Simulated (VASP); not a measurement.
Ta: single point with r2SCAN

The system is Ta.

```xyz
1
Lattice="-1.6926 1.6926 1.6513 1.6926 -1.6926 1.6513 1.6926 1.6926 -1.6513" Properties=species:S:1:pos:R:3 pbc="T T T"
Ta    0.0000    0.0000    0.0000
```

This cell differs from its parent crystal: strain +0.025 along x and y, +0.000 along z.

| Quantity | Value |
| --- | --- |
| Program | VASP 6.6.1 |
| Task | single point |
| Functional | r2SCAN |
| Potentials or basis | VASP PAW PBE potentials, release 64 (Ta_pv) |
| Cutoff | 520 eV |
| k mesh | 20 × 20 × 20 |
| Occupations | gaussian, width 0.15 eV |
| Spin | no spin polarisation |

The pressure is -8.2 GPa.

Stress tensor (GPa, compression positive):
```
-8.93  0.00  0.00
 0.00 -8.93  0.00
 0.00  0.00 -6.69
```

Levels at points of the mesh, in eV from the Fermi level:
| k point | band 4 | band 5 | band 6 | band 7 | band 8 | band 9 |
| --- | --- | --- | --- | --- | --- | --- |
| (0.00, 0.00, 0.00) | -8.14 | 0.62 | 0.95 | 0.95 | 3.92 | 4.36 |
| (0.50, 0.00, 0.00) | -4.33 | -1.54 | 1.31 | 4.08 | 5.11 | 7.62 |
| (0.50, 0.50, 0.00) | -4.36 | -1.20 | 1.12 | 3.71 | 4.87 | 7.56 |
| (0.50, 0.50, 0.50) | -3.68 | -3.62 | 6.68 | 6.68 | 6.76 | 8.33 |

Run time: 4.6 min on 1 thread of Intel Xeon 6975P-C (shared host), peak memory 0.26 GiB.

Caveat: the cell differs from its parent crystal (strain +0.025 along x and y, +0.000 along z); the PAW data sets were made with another functional, which shifts forces and pressure a little; spin-orbit coupling is left out, which moves the levels of the heavy elements.
